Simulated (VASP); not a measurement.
A run of VASP 6.6.1:

The input INCAR:

```
PREC     = Accurate       # precision mode
ENCUT    = 520            # plane-wave cutoff, eV
EDIFF    = 1E-7           # SCF threshold, eV
ISMEAR   = -1             # smearing method
SIGMA    = 0.02           # smearing width, eV
LREAL    = False          # projectors in reciprocal space
LASPH    = True           # aspherical terms in the spheres
NELM     = 60             # most SCF steps
ALGO     = Normal         # electronic algorithm
ISIF     = 2              # what is computed and relaxed
LWAVE    = False          # write WAVECAR
LCHARG   = False          # write CHGCAR
GGA      = PE             # functional
NBANDS   = 26             # bands
```

The input KPOINTS:

```
Automatic mesh
0
Gamma
  12 12 4
```

Contents of POSCAR:

```
CuF
1.0
    2.7897758246      0.0000000000      0.0000000000
   -1.3948879123      2.4160167350      0.0000000000
    0.0000000000      0.0000000000      6.7211225818
Cu F
2 2
Direct
    0.3333333333      0.6666666667      0.0459865600
    0.6666666667      0.3333333333      0.5459865600
    0.3333333333      0.6666666667      0.3290134400
    0.6666666667      0.3333333333      0.8290134400
```

Potentials or basis: VASP PAW PBE potentials, release 64 (Cu, F).

Command:

```console
$ cat potpaw_PBE.64/Cu/POTCAR potpaw_PBE.64/F/POTCAR > POTCAR
$ mpirun -np 1 vasp_std > vasp.out
```

Hardware: 1 thread of Intel Xeon 8259CL, with other jobs on the host.

Task: How long does it take, and how much memory?

Result: Run time: 110 s on 1 thread of Intel Xeon 8259CL (shared host), peak memory 0.21 GiB. Counts: scf iterations 14, k points 57.
